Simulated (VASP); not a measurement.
Wanted: the native input for a VASP 6.6.1 run.

| Quantity | Value |
| --- | --- |
| Task | single point |
| Functional | LDA |
| Potentials or basis | VASP PAW LDA potentials, release 64 (Ti_sv, N) |
| Cutoff | 520 eV |
| k mesh | 8 × 8 × 8 |
| Occupations | gaussian, width 0.1 eV |
| Spin | no spin polarisation |
| Dipole correction | no |
| Further INCAR settings | ALGO = Normal; EDIFF = 1e-06; NBANDS = 16 |

The structure of TiN (qlda) lies in POSCAR:

```
TiN
1.0
    0.0000000000      2.0862956476      2.0862956476
    2.0862956476      0.0000000000      2.0862956476
    2.0862956476      2.0862956476      0.0000000000
Ti N
1 1
Direct
    0.0000000000      0.0000000000      0.0000000000
    0.5000000000      0.5000000000      0.5000000000
```

One way to write it, as run:

INCAR

```
PREC = Accurate ; ENCUT = 520
EDIFF = 1E-6 ; ISMEAR = 0
SIGMA = 0.1 ; LREAL = F
LASPH = T ; NELM = 60
ALGO = Normal ; ISIF = 2
LWAVE = F ; LCHARG = T
LELF = T ; LVHAR = T
NBANDS = 16
```

KPOINTS

```
Automatic mesh
0
Gamma
  8 8 8
```

Potentials or basis: VASP PAW LDA potentials, release 64 (Ti_sv, N).

The run is started by

```sh
$ cat potpaw_LDA.64/Ti_sv/POTCAR potpaw_LDA.64/N/POTCAR > POTCAR
$ mpirun -np 1 vasp_std > vasp.out
```

It gave:

```yaml
Pressure: 1.1 GPa
```

Wall time 5.6 s on 1 thread of Intel(R) Xeon(R) Platinum 8488C (Sapphire Rapids), on a shared host, peak memory 0.13 GiB.
